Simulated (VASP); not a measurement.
A run of VASP 6.6.1:

File INCAR:

```
SYSTEM = HfB
PREC = Accurate ; ENCUT = 520
EDIFF = 1E-6 ; ISMEAR = -1
SIGMA = 0.05 ; LREAL = .FALSE.
LASPH = .TRUE. ; NELM = 60
ALGO = Normal ; ISIF = 2
LWAVE = .FALSE. ; LCHARG = .TRUE.
GGA = PS ; LELF = .TRUE.
LVHAR = .TRUE. ; NBANDS = 14
```

The input KPOINTS:

```
regular mesh
0
G
  10 10 10
  0 0 0
```

The input POSCAR:

```
HfB
1.0
    0.0000000000      2.2944961772      2.2944961772
    2.2944961772      0.0000000000      2.2944961772
    2.2944961772      2.2944961772      0.0000000000
Hf B
1 1
Direct
    0.5000000000      0.5000000000      0.5000000000
    0.0000000000      0.0000000000      0.0000000000
```

Potentials or basis: VASP PAW PBE potentials, release 64 (Hf_pv, B).

Launch:

```bash
$ cat potpaw_PBE.64/Hf_pv/POTCAR potpaw_PBE.64/B/POTCAR > POTCAR
$ mpirun -np 1 vasp_std > vasp.out
```

Hardware: 1 thread of Intel(R) Xeon(R) Platinum 8259CL CPU @ 2.50GHz (Skylake/Cascade Lake) (shared host).

Problem. Estimate the wall time of this run.

Solution. Wall time 9.4 s on 1 thread of Intel(R) Xeon(R) Platinum 8259CL CPU @ 2.50GHz (Skylake/Cascade Lake) (shared host), peak memory 0.14 GiB. Counts: scf iterations 12, k points 47.
